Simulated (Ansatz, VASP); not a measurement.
# Ta3N: VASP beside Ansatz

```
Ta N
1.0
     3.03222    0.00000    0.00000
    -1.51611    2.62598    0.00000
     0.00000    0.00000    7.52414
Ta N
3 1
Direct
  0.66667 0.33333 0.82607
  0.33333 0.66667 0.17393
  0.00000 0.00000 0.50000
  0.00000 0.00000 0.00000
```

Alike in both runs: task relaxation of cell and atoms; functional PBEsol; k mesh 10 × 10 × 4; occupations fermi-dirac, width 0.05 eV; no spin polarisation; Hubbard terms Ta d U = 2.0 eV.

|  | VASP | Ansatz |
| --- | --- | --- |
| version | VASP 6.6.1 | Ansatz 0.2.0 |
| potentials or method | VASP PAW PBE potentials, release 64 (Ta_pv, N) | Ansatz PAW |
| plane-wave cutoff (eV) | 600 | 420 |
| valence electrons in the cell | 38 | 44 |

VASP gave:

| Quantity | Value |
| --- | --- |
| gap on the k mesh at the Fermi level, each at its own relaxed structure (eV) | none |
| relaxed volume (Å³/atom) | 14.87 |
| relaxed cell length with the largest relative difference (Å) | 3.022 |

Q: Estimate Ansatz's values.

A: gap on the k mesh at the Fermi level, each at its own relaxed structure (eV): none; relaxed volume (Å³/atom): 14.60; relaxed cell length with the largest relative difference (Å): 3.000.

VASP's potentials were made for PBE, not for PBEsol. The programs project onto different local orbitals, so the same U acts differently, and such runs can settle in different states. A gap of «none» marks a metal or a gap that the smearing closes. VASP's potentials hold 38 valence electrons a cell and Ansatz's 44, so a difference there can come from the potentials and not from the codes.

Spin-orbit coupling is off throughout. Noted on Ansatz's run: the plane-wave basis is chosen anew once the cell has moved, so the energies of steps on either side of that aren't comparable.
